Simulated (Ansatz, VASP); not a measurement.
# LiF: VASP beside Ansatz

```xyz
2
Lattice="0.0000 2.0039 2.0140 2.0140 0.0000 2.0140 2.0140 2.0039 0.0000" Properties=species:S:1:pos:R:3 pbc="T T T"
Li    0.0000    0.0000    0.0000
F     2.0140    2.0039    2.0140
```

Change from the starting cell: strain -0.0050 x Voigt [0, 1, 0, 0, 0, 0], atoms carried along.

Alike in both runs: task single point; functional LDA; k mesh 10 × 10 × 10; occupations gaussian, width 0.05 eV; no spin polarisation.

|  | VASP | Ansatz |
| --- | --- | --- |
| version | VASP 6.6.1 | Ansatz 0.2.0 |
| potentials or method | VASP PAW LDA potentials, release 64 (Li_sv, F), cutoff 520 eV | scalar-relativistic, plane waves, PAW |
| valence electrons in the cell | 10 | 10 |

|  | VASP | Ansatz | Ansatz less VASP |
| --- | --- | --- | --- |
| gap on the k mesh at the Fermi level (eV) | 8.88 | 8.88 | +0.006 |
| least direct gap on the mesh (eV) | 8.88 | 8.88 | +0.006 |

LDA's correlation is that of Perdew and Zunger in VASP and of Perdew and Wang (1992) in Ansatz.

Noted on VASP's run: the cutoff is short for stress, so the pressure is rough.
